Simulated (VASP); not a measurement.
# SnS4 (P-43m) in VASP: further runs

Runs on SnS4. Level: PBE. Tasks: relaxation of cell and atoms, single point.

All numbers are computed with VASP 6.6.1; they aren't measurements. Logs are shortened: lines on timing, memory, paths and dates and some standing lists are left out, and cuts for length are marked.

## (1) The cell of the first run

Symmetry: P-43m, No. 215, cubic system. The conventional cell has a = 5.114 Å, b = 5.114 Å, c = 5.114 Å, α = 90.00°, β = 90.00°, γ = 90.00°. Sn (site symmetry -43m) has 4 S at 2.21 Å within 2.9 Å. Within 2.9 Å of S (site symmetry 3m) lie 1 Sn at 2.21 Å.

## (2) Relaxation of cell and atoms, PBE

Input file INCAR:

```
SYSTEM = SnS4
ALGO = Normal ; EDIFF = 1E-7
EDIFFG = -0.04 ; ENCUT = 600
GGA = PE ; IBRION = 2
ISIF = 3 ; ISMEAR = 0
LASPH = .True. ; LCHARG = .False.
LREAL = .False. ; LWAVE = .False.
NELM = 80 ; NSW = 90
PREC = Accurate ; SIGMA = 0.1
```

Input file KPOINTS:

```
k-points
0
Gamma
  4 4 4
  0 0 0
```

Input file POSCAR:

```
SnS4
1.0
    5.1136902800      0.0000000000      0.0000000000
    0.0000000000      5.1136902800      0.0000000000
    0.0000000000      0.0000000000      5.1136902800
Sn S
1 4
Direct
    0.0000000000      0.0000000000      0.0000000000
    0.2500000000      0.2500000000      0.2500000000
    0.7500000000      0.7500000000      0.2500000000
    0.2500000000      0.7500000000      0.7500000000
    0.7500000000      0.2500000000      0.7500000000
```

Potentials or basis: VASP PAW PBE potentials, release 64 (Sn_d, S).

Run with:

```console
$ cat potpaw_PBE.64/Sn_d/POTCAR potpaw_PBE.64/S/POTCAR > POTCAR
$ mpirun -np 1 vasp_std > vasp.out
```

OUTCAR:

```text
SYSTEM = SnS4
   EDIFF = 1E-7
   EDIFFG = -0.04
   ENCUT = 600
   GGA = PE
   IBRION = 2
   ISIF = 3
   ISMEAR = 0
   LASPH = .True.
   LREAL = .False.
   NELM = 80
   NSW = 90
   PREC = Accurate

 ion  position               nearest neighbor table
   1  0.000  0.000  0.000-   2 2.21   3 2.21   4 2.21   5 2.21
   2  0.250  0.250  0.250-   1 2.21
   3  0.750  0.750  0.250-   1 2.21
   4  0.250  0.750  0.750-   1 2.21
   5  0.750  0.250  0.750-   1 2.21

  LATTYP: Found a simple cubic cell.
 ALAT       =     5.1136902800

  Lattice vectors:

 A1 = (   5.1136902800,   0.0000000000,   0.0000000000)
 A2 = (   0.0000000000,   5.1136902800,   0.0000000000)
 A3 = (   0.0000000000,   0.0000000000,   5.1136902800)

Analysis of symmetry for initial positions (statically):
=====================================================================
 Subroutine PRICEL returns:
 Original cell was already a primitive cell.

 Routine SETGRP: Setting up the symmetry group for a
 simple cubic supercell.

 Subroutine GETGRP returns: Found 24 space group operations
 (whereof 24 operations were pure point group operations)
 out of a pool of 48 trial point group operations.

The static configuration has the point symmetry T_d .

Analysis of symmetry for dynamics (positions and initial velocities):
=====================================================================
 Subroutine PRICEL returns:
 Original cell was already a primitive cell.

 Routine SETGRP: Setting up the symmetry group for a
 simple cubic supercell.

 Subroutine GETGRP returns: Found 24 space group operations
 (whereof 24 operations were pure point group operations)
 out of a pool of 48 trial point group operations.

The dynamic configuration has the point symmetry T_d .

 Subroutine INISYM returns: Found 24 space group operations
 (whereof 24 operations are pure point group operations),
 and found     1 'primitive' translations

----------------------------------------------------------------------------------------

                                     Primitive cell

  volume of cell :     133.7221

  direct lattice vectors                    reciprocal lattice vectors
     5.113690280  0.000000000  0.000000000     0.195553494  0.000000000  0.000000000
     0.000000000  5.113690280  0.000000000     0.000000000  0.195553494  0.000000000
     0.000000000  0.000000000  5.113690280     0.000000000  0.000000000  0.195553494

  length of vectors
     5.113690280  5.113690280  5.113690280     0.195553494  0.195553494  0.195553494

  position of ions in fractional coordinates (direct lattice)
     0.000000000  0.000000000  0.000000000
     0.250000000  0.250000000  0.250000000
     0.750000000  0.750000000  0.250000000
     0.250000000  0.750000000  0.750000000
     0.750000000  0.250000000  0.750000000

  ion indices of the primitive-cell ions
   primitive index   ion index
                 1           1
                 2           2
                 3           3
                 4           4
                 5           5

----------------------------------------------------------------------------------------

 KPOINTS: k-points

Automatic generation of k-mesh.
 Grid dimensions read from file:
 generate k-points for:    4    4    4

 Generating k-lattice:

  Cartesian coordinates                     Fractional coordinates (reciprocal lattice)
     0.048888373  0.000000000  0.000000000     0.250000000  0.000000000  0.000000000
     0.000000000  0.048888373  0.000000000     0.000000000  0.250000000  0.000000000
     0.000000000  0.000000000  0.048888373     0.000000000  0.000000000  0.250000000

  Length of vectors
     0.048888373  0.048888373  0.048888373

  Shift w.r.t. Gamma in fractional coordinates (k-lattice)
     0.000000000  0.000000000  0.000000000

 Subroutine IBZKPT returns following result:
 ===========================================

 Found     10 irreducible k-points:

 Following reciprocal coordinates:
            Coordinates               Weight
  0.000000  0.000000  0.000000      1.000000
  0.250000  0.000000  0.000000      6.000000
  0.500000  0.000000  0.000000      3.000000
  0.250000  0.250000  0.000000     12.000000
  0.500000  0.250000  0.000000     12.000000
  0.500000  0.500000  0.000000      3.000000
  0.250000  0.250000  0.250000      8.000000
  0.500000  0.250000  0.250000     12.000000
  0.500000  0.500000  0.250000      6.000000
  0.500000  0.500000  0.500000      1.000000
   k-points           NKPTS =     10   k-points in BZ     NKDIM =     10   number of bands    NBANDS=     23
   number of dos      NEDOS =    301   number of ions     NIONS =      5
   total plane-waves  NPLWV =  74088
   dimension x,y,z NGX =    42 NGY =   42 NGZ =   42
   dimension x,y,z NGXF=    84 NGYF=   84 NGZF=   84
   ions per type =               1   4
   NGX,Y,Z   is equivalent  to a cutoff of  13.65, 13.65, 13.65 a.u.
   NGXF,Y,Z  is equivalent  to a cutoff of  27.31, 27.31, 27.31 a.u.
 SYSTEM =  SnS4
   PREC   = accura    normal or accurate (medium, high low for compatibility)
   ISTART =      0    job   : 0-new  1-cont  2-samecut
   ICHARG =      2    charge: 1-file 2-atom 10-const
   ISPIN  =      1    spin polarized calculation?
   LNONCOLLINEAR =      F non collinear calculations
   LSORBIT =      F    spin-orbit coupling
   LASPH  =      T    aspherical Exc in radial PAW
   ENCUT  =  600.0 eV  44.10 Ry    6.64 a.u.  10.21 10.21 10.21*2*pi/ulx,y,z
   NELM   =     80;   NELMIN=  2; NELMDL= -5     # of ELM steps
   EDIFF  = 0.1E-06   stopping-criterion for ELM
   LREAL  =      F    real-space projection
   EDIFFG = -.4E-01   stopping-criterion for IOM
   NSW    =     90    number of steps for IOM
   IBRION =      2    ionic relax: 0-MD 1-quasi-New 2-CG
   NFREE  =      1    steps in history (QN), initial steepest desc. (CG)
   ISIF   =      3    stress and relaxation
   ISYM   =      2    0-nonsym 1-usesym 2-fastsym
   POTIM  = 0.5000    time-step for ionic-motion
   TEBEG  =    0.0;   TEEND  =   0.0 temperature during run
   PSTRESS=    0.0 pullay stress
   NELECT =      38.0000    total number of electrons
   NUPDOWN=      -1.0000    fix difference up-down
   EMIN   =  10.00;   EMAX   =-10.00  energy-range for DOS
   EFERMI =   0.00;   METHOD = LEGACY
   ISMEAR =     0;   SIGMA  =   0.10  broadening in eV -4-tet -1-fermi 0-gaus
   EFERMI_NEDOS =   21; number of points for ismear=-14 and -15
   IALGO  =     38    algorithm
   IMIX   =      4    mixing-type and parameters
     AMIX     =   0.40;   BMIX     =  1.00
     AMIX_MAG =   1.60;   BMIX_MAG =  1.00
  volume/ion in A,a.u.               =      26.74       180.48
  Fermi-wavevector in a.u.,A,eV,Ry     =   1.076304  2.033920 15.761400  1.158430
  Thomas-Fermi vector in A             =   2.212185
   LORBIT       =      0    0 simple, 1 ext, 2 COOP (PROOUT), +10 PAW based schemes
   GGA     = PE    functional components
   LHFCALC =     F    Hartree Fock is set to
   AEXX    =    0.0000 exact exchange contribution
   IVDW    =     0    specifies the selected vdW correction
   LEPSILON=     F    determine dielectric tensor
   LRPA    =     F    only Hartree local field effects (RPA)
 conjugate gradient relaxation of ions
 non-spin polarized calculation
 Gauss-broadening in eV      SIGMA  =   0.10
  energy-cutoff  :      600.00
  volume of cell :      133.72
 maximum number of plane-waves:      4492
 NGX is ok and might be reduce to    42
   NGX = 21   NGY = 21   NGZ = 21

--------------------------------------- Ionic step        1  -------------------------------------------

 number of electron      38.0000001 magnetization

 Free energy of the ion-electron system (eV)
  ---------------------------------------------------
  ext. energy  EPLUGINS =         0.00000000
  ---------------------------------------------------
  free energy    TOTEN  =       -15.41245503 eV

  energy without entropy =      -15.34840475  energy(sigma->0) =      -15.38042989

------------------------ aborting loop because EDIFF is reached ----------------------------------------

  FORCE on cell =-STRESS in cart. coord.  units (eV):
  Direction    XX          YY          ZZ          XY          YZ          ZX
  --------------------------------------------------------------------------------------
  -------------------------------------------------------------------------------------
  Total        7.4350520      7.4350520      7.4350520      0.0000000     -0.0000000      0.0000000
  in kB       89.0822815     89.0822815     89.0822815      0.0000000     -0.0000000      0.0000000
  external PRESSURE =      89.0822815 kB  Pullay stress =       0.0000000 kB
[... 98 lines left out ...]
  FREE ENERGIE OF THE ION-ELECTRON SYSTEM (eV)
  ---------------------------------------------------
  free  energy   TOTEN  =       -16.3336301661 eV

  energy  without entropy=      -16.2598424792  energy(sigma->0) =      -16.29673632

 E-fermi :   2.6809     XC(G=0):  -9.0159

 val. band max:        2.6750669224   @ k =   0.2500   0.2500   0.0000
 cond. band min:       2.6815712189   @ k =   0.5000   0.2500   0.2500
 fundamental gap:      0.0065042964
 Fermi energy:         2.6809105356

 k-point     1 :       0.0000    0.0000    0.0000
  band No.  band energies     occupation
      1     -18.2471      2.00000
      2     -18.2471      2.00000
      3     -18.2471      2.00000
      4     -18.1302      2.00000
      5     -18.1302      2.00000
      6     -10.4631      2.00000
[... 249 lines left out ...]
     22       4.7952      0.00000
     23       8.5402      0.00000

 E-fermi :   5.4235     XC(G=0): -10.1397

 val. band max:        5.3764132138   @ k =   0.2500   0.2500   0.0000
 cond. band min:       5.4346293132   @ k =   0.5000   0.2500   0.2500
 fundamental gap:      0.0582160994
 Fermi energy:         5.4234744348

 k-point     1 :       0.0000    0.0000    0.0000
  band No.  band energies     occupation
      1     -15.7919      2.00000
      2     -15.7919      2.00000
      3     -15.7919      2.00000
      4     -15.6598      2.00000
      5     -15.6598      2.00000
      6      -9.2470      2.00000
[... 249 lines left out ...]
     22       6.9357      0.00000
     23      10.9598      0.00000

[... ionic steps 4 to 15 ...]

--------------------------------------- Ionic step       16  -------------------------------------------

 number of electron      37.9999993 magnetization

------------------------ aborting loop because EDIFF is reached ----------------------------------------

  FORCE on cell =-STRESS in cart. coord.  units (eV):
  Direction    XX          YY          ZZ          XY          YZ          ZX
  --------------------------------------------------------------------------------------
  -------------------------------------------------------------------------------------
  Total        0.0639613      0.0639613      0.0639613      0.0000000      0.0000000     -0.0000000
  in kB        0.9107162      0.9107162      0.9107162      0.0000000      0.0000000     -0.0000000
  external PRESSURE =       0.9107162 kB  Pullay stress =       0.0000000 kB
[... 63 lines left out ...]
  energy  without entropy=      -16.9531002771  energy(sigma->0) =      -16.97065782

--------------------------------------- Ionic step       18  -------------------------------------------

 number of electron      37.9999994 magnetization

 Free energy of the ion-electron system (eV)
  ---------------------------------------------------
  ext. energy  EPLUGINS =         0.00000000
  ---------------------------------------------------
  free energy    TOTEN  =       -16.98844621 eV

  energy without entropy =      -16.95360461  energy(sigma->0) =      -16.97102541

 E-fermi :   4.2831     XC(G=0):  -9.6664

 val. band max:        4.2759626718   @ k =   0.5000   0.2500   0.2500
 cond. band min:       4.3629761724   @ k =   0.2500   0.2500   0.2500
 fundamental gap:      0.0870135006
 Fermi energy:         4.2830789286

 k-point     1 :       0.0000    0.0000    0.0000
  band No.  band energies     occupation
      1     -16.8367      2.00000
      2     -16.8367      2.00000
      3     -16.8367      2.00000
      4     -16.7539      2.00000
      5     -16.7539      2.00000
      6      -9.7096      2.00000
[... 281 lines left out ...]
  FREE ENERGIE OF THE ION-ELECTRON SYSTEM (eV)
  ---------------------------------------------------
  free  energy   TOTEN  =       -16.9884462093 eV

  energy  without entropy=      -16.9536046105  energy(sigma->0) =      -16.97102541

 reached required accuracy - stopping structural energy minimisation
```

It took 5.9 min on 1 thread of AMD EPYC 9R45 (Zen 5), shared host; peak memory 0.24 GiB.

What came out:

```
Free energy                            : -16.9884 eV
Relaxed volume                         : 22.48 Å³/atom
Relaxed cell                           : a = 4.826 Å, b = 4.826 Å, c = 4.826 Å, α = 90.00°, β = 90.00°, γ = 90.00°
Space group after relaxing (to 0.05 Å) : P-43m (No. 215)
Energy gained by relaxing              : 315.2 meV/atom
Ionic steps                            : 18
Pressure after relaxing                : 0.1 GPa
Band gap on the k mesh                 : zero (band 19 reaches 4.98 eV, above the bottom of band 20 at 4.21 eV)
```

The path:
```
step  energy change (eV)  largest force (eV/Å)  pressure (GPa)  volume (Å³)
   1              0.0000                3.5302            8.91       133.72
   2             -0.3497                0.8935           -6.55       164.61
   3             -0.9212                0.4144           -2.05       148.83
   4             -0.9223                0.4772           -1.83       148.34
   5             -0.9223                0.5174           -1.69       148.04
   6             -1.0306                0.5450           -1.53       142.85
   7             -1.3127                0.6452           -0.34       128.02
   8             -1.2765                0.8200            8.37       101.51
   9             -1.4247                0.7892            2.32       115.99
  10             -1.4277                0.8046            3.59       111.85
  11             -1.4802                0.6060            3.04       110.99
  12             -1.5498                0.1909            2.19       108.72
  13             -1.5513                0.0911            2.12       108.26
  14             -1.5680                0.0753            1.22       110.06
  15             -1.5756                0.0413           -0.05       112.85
  16             -1.5758                0.0458            0.09       112.52
  17             -1.5758                0.0469            0.13       112.44
  18             -1.5760                0.0380            0.11       112.41
```

Final structure:
```yaml
crystal:
  lattice:
    - [4.82622, 0.00000, 0.00000]
    - [0.00000, 4.82622, 0.00000]
    - [0.00000, 0.00000, 4.82622]
  atoms:
    - { symbol: Sn, position: [0.00000, 0.00000, 0.00000] }
    - { symbol: S, position: [0.29271, 0.29271, 0.29271] }
    - { symbol: S, position: [0.70729, 0.70729, 0.29271] }
    - { symbol: S, position: [0.29271, 0.70729, 0.70729] }
    - { symbol: S, position: [0.70729, 0.29271, 0.70729] }
```

Caveat: the volume moved by over 15 % at a fixed basis, so the end points are rough; spin-orbit coupling is left out, which moves the levels of the heavy elements.

## (3) Single point, PBE

This run uses another cell than the first one, of 22.47 Å³/atom, 0.840 times its volume.

Input file INCAR:

```
ALGO = Normal
EDIFF = 1E-7
ENCUT = 520
GGA = PE
ISIF = 2
ISMEAR = 0
LASPH = T
LCHARG = F
LREAL = F
LWAVE = F
NBANDS = 27
NELM = 80
PREC = Accurate
SIGMA = 0.1
```

Input file KPOINTS:

```
k-points
0
Gamma
  8 8 8
```

Input file POSCAR:

```
SnS4
1.0
    4.8252068694      0.0000000000      0.0000000000
    0.0000000000      4.8252068694      0.0000000000
    0.0000000000      0.0000000000      4.8252068694
Sn S
1 4
Direct
    0.0000000000      0.0000000000      0.0000000000
    0.2935363735      0.2935363735      0.2935363735
    0.7064636265      0.7064636265      0.2935363735
    0.2935363735      0.7064636265      0.7064636265
    0.7064636265      0.2935363735      0.7064636265
```

Potentials or basis: VASP PAW PBE potentials, release 64 (Sn_d, S).

Run with:

```console
$ cat potpaw_PBE.64/Sn_d/POTCAR potpaw_PBE.64/S/POTCAR > POTCAR
$ mpirun -np 1 vasp_std > vasp.out
```

It took 51 s on 1 thread of AMD EPYC 9R45 (Zen 5), shared host; peak memory 0.22 GiB.

It converged, with:

```
Free energy            : -16.9916 eV
Pressure               : -0.1 GPa
Largest force          : 0.013 eV/Å
Band gap on the k mesh : zero (band 19 reaches 4.98 eV, above the bottom of band 20 at 4.17 eV)
```

Forces in eV/Å, atoms in the order of the input:
```
Sn   0.000  0.000  0.000
S   -0.008 -0.008 -0.008
S    0.008  0.008 -0.008
S   -0.008  0.008  0.008
S    0.008 -0.008  0.008
```

Levels at points of the mesh, in eV from the Fermi level:
```
           k point  band 16  band 17  band 18  band 19  band 20  band 21  band 22  band 23
(0.00, 0.00, 0.00)    -0.43    -0.43    -0.43     0.39     0.56     0.56     0.56     3.85
(0.50, 0.00, 0.00)    -1.79    -1.63    -0.28    -0.28    -0.04    -0.04     3.30     4.30
(0.50, 0.50, 0.00)    -2.33    -1.93    -0.35     0.15     0.15     0.92     3.52     4.19
(0.50, 0.50, 0.50)    -0.22    -0.13    -0.13     0.66     0.69     0.69     0.69     5.05
```

Caveat: spin-orbit coupling is left out, which moves the levels of the heavy elements.

(Continued in part 2 of 2.)
